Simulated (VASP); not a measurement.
Wanted: the native input for a VASP 6.6.1 run.

```yaml
Task: single point
Functional: r2SCAN
Potentials_or_basis: VASP PAW PBE potentials, release 64 (Al, N)
Cutoff: 520 eV
k_mesh: 12 × 12 × 6
Occupations: gaussian, width 0.02 eV
Spin: no spin polarisation
Dipole_correction: no
Further_INCAR_settings: ALGO = Normal; EDIFF = 1e-07; NBANDS = 16
```

The system is AlN (ref).

```xyz
4
Lattice="3.1065 0.0000 0.0000 -1.5532 2.6903 0.0000 0.0000 0.0000 4.9780" Properties=species:S:1:pos:R:3 pbc="T T T"
Al    0.0000    1.7935    0.0009
Al    1.5532    0.8968    2.4899
N     0.0000    1.7935    1.9007
N     1.5532    0.8968    4.3897
```

These files were run (other wordings do the same):

POSCAR

```
AlN
1.0
    3.1064902802      0.0000000000      0.0000000000
   -1.5532451401      2.6902994992      0.0000000000
    0.0000000000      0.0000000000      4.9780207988
Al N
2 2
Direct
    0.3333333333      0.6666666667      0.0001761998
    0.6666666667      0.3333333333      0.5001761998
    0.3333333333      0.6666666667      0.3818238002
    0.6666666667      0.3333333333      0.8818238002
```

INCAR.step1

```
PREC = Accurate
ENCUT = 520
ISMEAR = 0
SIGMA = 0.02
LREAL = F
LASPH = T
NELM = 100
NBANDS = 16
GGA = PE
ALGO = Normal
EDIFF = 1E-4
LWAVE = T
LCHARG = F
```

INCAR.step2

```
PREC = Accurate
ENCUT = 520
EDIFF = 1E-7
ISMEAR = 0
SIGMA = 0.02
LREAL = F
LASPH = T
NELM = 100
ALGO = Normal
ISIF = 2
LWAVE = F
LCHARG = F
METAGGA = R2SCAN
LMIXTAU = T
NBANDS = 16
ISTART = 1
```

KPOINTS

```
Automatic mesh
0
Gamma
  12 12 6
```

Potentials or basis: VASP PAW PBE potentials, release 64 (Al, N).

Launch:

```bash
$ cat potpaw_PBE.64/Al/POTCAR potpaw_PBE.64/N/POTCAR > POTCAR
$ cp INCAR.step1 INCAR
$ mpirun -np 1 vasp_std > vasp.out
$ cp INCAR.step2 INCAR
$ mpirun -np 1 vasp_std > vasp.out
```

Results of the run:

* Pressure: -0.3 GPa
* Band gap on the k mesh: 4.92 eV, direct

Caveat: the PAW data sets were made with another functional, which shifts forces and pressure a little.

Run time: 3.9 min on 1 thread of AMD EPYC 7R43 64-Core Processor (Zen 3), on a shared host, peak memory 0.15 GiB.
